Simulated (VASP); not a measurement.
A run of VASP 6.6.1 is set up as follows.

INCAR

```
  PREC = Accurate
  ENCUT = 520
  EDIFF = 1E-6
  ISMEAR = -1
  SIGMA = 0.05
  LREAL = F
  LASPH = T
  NELM = 60
  ALGO = Normal
  ISIF = 2
  LWAVE = F
  LCHARG = T
  GGA = RP
  LELF = T
  LVHAR = T
  NBANDS = 16
```

Contents of KPOINTS:

```
Automatic mesh
0
Gamma
  7 7 5
```

POSCAR

```
Te
1.0
    4.4540000000      0.0000000000      0.0000000000
   -2.2270000000      3.8572771485      0.0000000000
    0.0000000000      0.0000000000      5.9240000000
Te
3
Direct
    0.7310000000      0.7310000000      0.0000000000
    0.0000000000      0.2690000000      0.6666666667
    0.2690000000      0.0000000000      0.3333333333
```

Potentials or basis: VASP PAW PBE potentials, release 64 (Te).

Launch:

```console
$ cat potpaw_PBE.64/Te/POTCAR > POTCAR
$ mpirun -np 1 vasp_std > vasp.out
```

Problem. Predict the largest force.

Solution. 0.152 eV/Å.

Problem. Predict the pressure.

Solution. 2.7 GPa.

Problem. Estimate the band gap on the k mesh.

Solution. 0.66 eV (least direct gap 0.81 eV).

Stress tensor (GPa, compression positive):
```
2.61 0.00 0.00
0.00 2.61 0.00
0.00 0.00 3.02
```

Caveat: the PAW data sets were made with another functional, which shifts forces and pressure a little; spin-orbit coupling is left out, which moves the levels of the heavy elements. A k mesh can miss the band edges.
